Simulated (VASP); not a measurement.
A run of VASP 6.6.1 is set up as follows.

File INCAR:

```
SYSTEM = HfB
PREC = Accurate ; ENCUT = 520
EDIFF = 1E-6 ; ISMEAR = -1
SIGMA = 0.05 ; LREAL = .FALSE.
LASPH = .TRUE. ; NELM = 60
ALGO = Normal ; ISIF = 2
LWAVE = .FALSE. ; LCHARG = .TRUE.
LELF = .TRUE. ; LVHAR = .TRUE.
NBANDS = 14
```

KPOINTS

```
regular mesh
0
G
  10 10 10
  0 0 0
```

POSCAR

```
HfB
1.0
    0.0000000000      2.2944961772      2.2944961772
    2.2944961772      0.0000000000      2.2944961772
    2.2944961772      2.2944961772      0.0000000000
Hf B
1 1
Direct
    0.5000000000      0.5000000000      0.5000000000
    0.0000000000      0.0000000000      0.0000000000
```

Potentials or basis: VASP PAW LDA potentials, release 64 (Hf_pv, B).

Run with:

```bash
$ cat potpaw_LDA.64/Hf_pv/POTCAR potpaw_LDA.64/B/POTCAR > POTCAR
$ mpirun -np 1 vasp_std > vasp.out
```

Task: Predict the pressure.

Result: 25.2 GPa.
